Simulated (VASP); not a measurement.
A run of VASP 6.6.1 is set up as follows.

Contents of INCAR:

```
SYSTEM = Si2W
ALGO = Normal ; EDIFF = 1E-7
ENCUT = 520 ; GGA = PE
ISIF = 2 ; ISMEAR = 0
LASPH = .True. ; LCHARG = .False.
LREAL = .False. ; LWAVE = .False.
NBANDS = 18 ; NELM = 60
PREC = Accurate ; SIGMA = 0.1
```

Contents of KPOINTS:

```
k-points
0
Gamma
  18 18 18
  0 0 0
```

Contents of POSCAR:

```
Si2W
1.0
   -1.6316129631      1.6316129631      3.9671596415
    1.6316129631     -1.6316129631      3.9671596415
    1.6316129631      1.6316129631     -3.9671596415
Si W
2 1
Direct
    0.3350590761      0.3350590761      0.0000000000
    0.6649409239      0.6649409239      0.0000000000
    0.0000000000      0.0000000000      0.0000000000
```

Potentials or basis: VASP PAW PBE potentials, release 64 (Si, W_sv).

Run with:

```sh
$ cat potpaw_PBE.64/Si/POTCAR potpaw_PBE.64/W_sv/POTCAR > POTCAR
$ mpirun -np 1 vasp_std > vasp.out
```

Question: What does it give for the band gap on the k mesh?

Answer: Zero (bands 11 and 12 overlap by 1.18 eV).

Question: What does it give for the pressure?

Answer: -5.9 GPa.

Caveat: the cell stands under tension; spin-orbit coupling is left out, which moves the levels of the heavy elements.
